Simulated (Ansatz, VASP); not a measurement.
## BN in VASP and in Ansatz

Contents of INCAR:

```
SYSTEM = BN
ALGO = Normal ; EDIFF = 1E-6
ENCUT = 520 ; GGA = PE
ISIF = 2 ; ISMEAR = 0
LASPH = .True. ; LCHARG = .False.
LREAL = .False. ; LWAVE = .False.
NBANDS = 11 ; NELM = 80
PREC = Accurate ; SIGMA = 0.05
```

The input KPOINTS:

```
k-points
0
Gamma
  12 12 12
  0 0 0
```

File POSCAR:

```
BN
1.0
    0.0000000000      2.0740172019      1.7930467726
    1.7930467726      0.0000000000      1.7930467726
    1.7930467726      2.0740172019      0.0000000000
B N
1 1
Direct
    0.0000000000      0.0000000000      0.0000000000
    0.7500000000      0.7500000000      0.7500000000
```

Input for Ansatz:

```yaml
crystal:
  lattice:
    - [0.0, 2.0740172019, 1.7930467726]
    - [1.7930467726, 0.0, 1.7930467726]
    - [1.7930467726, 2.0740172019, 0.0]
  atoms:
    - { symbol: B, position: [0.0, 0.0, 0.0] }
    - { symbol: "N", position: [0.75, 0.75, 0.75] }
basis:
  ecutwfc: 520.0
kpoints:
  mp_grid: { grid: [12, 12, 12] }
hamiltonian:
  xc: pbe
scf:
  occupations: { method: gaussian, width: 0.05 }
output:
  forces: true
  stress: true
  eigenvalues: true
```

Alike in both runs: task single point; functional PBE; k mesh 12 × 12 × 12; occupations gaussian, width 0.05 eV; no spin polarisation.

```csv
,VASP,Ansatz
version,VASP 6.6.1,Ansatz 0.2.0
potentials or method,"VASP PAW PBE potentials, release 64 (B, N), cutoff 520 eV","scalar-relativistic, plane waves, PAW"
valence electrons in the cell,8,8
```

|  | VASP | Ansatz | Ansatz less VASP |
| --- | --- | --- | --- |
| gap on the k mesh at the Fermi level (eV) | 3.11 | 3.12 | +0.008 |
| least direct gap on the mesh (eV) | 6.92 | 6.92 | +0.001 |
